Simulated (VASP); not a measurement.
Mg, 2 atoms in the cell. The structure is hexagonal, space group P6_3/mmc (No. 194). Conventional cell: a = 3.154 Å, b = 3.154 Å, c = 5.114 Å, α = 90.00°, β = 90.00°, γ = 120.00°. Within 4.1 Å of Mg (site symmetry -6m2) lie 12 Mg at 3.14 to 3.15 Å.  This cell differs from its parent crystal: volume scaled by 0.960.

* Program: VASP 6.6.1
* Task: relaxation of shape and atoms at fixed volume
* Functional: PBE
* Potentials or basis: VASP PAW PBE potentials, release 64 (Mg)
* Cutoff: 600 eV
* k mesh: 16 × 16 × 10
* Occupations: gaussian, width 0.05 eV
* Spin: no spin polarisation
* Dipole correction: no
* Further INCAR settings: ALGO = Normal; EDIFF = 1e-07; IBRION = 2; EDIFFG = -0.01; NSW = 60; ISIF = 4

Potentials or basis: VASP PAW PBE potentials, release 64 (Mg).

Run with:

```bash
$ cat potpaw_PBE.64/Mg/POTCAR > POTCAR
$ mpirun -np 1 vasp_std > vasp.out
```

Hardware: 1 thread of AMD EPYC 7R13, with other jobs on the host.

Problem. Estimate the wall time of this run.

Solution. Wall time 78 s on 1 thread of AMD EPYC 7R13, on a shared host, peak memory 0.19 GiB. Counts: scf iterations 11, k points 180, ion steps 1.
